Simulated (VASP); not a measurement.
Set up this calculation in VASP 6.6.1, as the native input.

```
Task                   : single point
Functional             : r2SCAN
Potentials or basis    : VASP PAW PBE potentials, release 64 (Sr_sv, O)
Cutoff                 : 520 eV
k mesh                 : 6 × 6 × 4
Occupations            : gaussian, width 0.01 eV
Spin                   : no spin polarisation
Dipole correction      : no
Further INCAR settings : ALGO = Normal; EDIFF = 1e-06; NBANDS = 24
```

SrO:

```
CELL_PARAMETERS angstrom
4.18285 0.00000 0.00000
-2.09143 3.62246 0.00000
0.00000 0.00000 5.03945
ATOMIC_POSITIONS crystal
Sr 0.33333 0.66667 0.93750
Sr 0.66667 0.33333 0.43750
O 0.33333 0.66667 0.43750
O 0.66667 0.33333 0.93750
```

The input as run:

POSCAR

```
SrO
1.0
    4.1828515544      0.0000000000      0.0000000000
   -2.0914257772      3.6224557064      0.0000000000
    0.0000000000      0.0000000000      5.0394531295
Sr O
2 2
Direct
    0.3333333333      0.6666666667      0.9375000000
    0.6666666667      0.3333333333      0.4375000000
    0.3333333333      0.6666666667      0.4375000000
    0.6666666667      0.3333333333      0.9375000000
```

INCAR.step1

```
SYSTEM = SrO
PREC = Accurate ; ENCUT = 520
ISMEAR = 0 ; SIGMA = 0.01
LREAL = .False. ; LASPH = .True.
NELM = 80 ; NBANDS = 24
GGA = PE ; ALGO = Normal
EDIFF = 1E-4 ; LWAVE = .True.
LCHARG = .False.
```

INCAR.step2

```
SYSTEM = SrO
PREC = Accurate ; ENCUT = 520
EDIFF = 1E-6 ; ISMEAR = 0
SIGMA = 0.01 ; LREAL = .False.
LASPH = .True. ; NELM = 80
ALGO = Normal ; ISIF = 2
LWAVE = .False. ; LCHARG = .False.
METAGGA = R2SCAN ; LMIXTAU = .True.
NBANDS = 24 ; ISTART = 1
```

KPOINTS

```
Automatic mesh
0
Gamma
  6 6 4
  0 0 0
```

Potentials or basis: VASP PAW PBE potentials, release 64 (Sr_sv, O).

Command:

```bash
$ cat potpaw_PBE.64/Sr_sv/POTCAR potpaw_PBE.64/O/POTCAR > POTCAR
$ cp INCAR.step1 INCAR
$ mpirun -np 1 vasp_std > vasp.out
$ cp INCAR.step2 INCAR
$ mpirun -np 1 vasp_std > vasp.out
```

It gave:

| Quantity | Value |
| --- | --- |
| Pressure | 6.0 GPa |
| Band gap on the k mesh | 3.21 eV |

Caveat: the cell stands under pressure; the PAW data sets were made with another functional, which shifts forces and pressure a little.

It took 2.4 min on 1 thread of Intel Xeon 8259CL (shared host), peak memory 0.22 GiB.
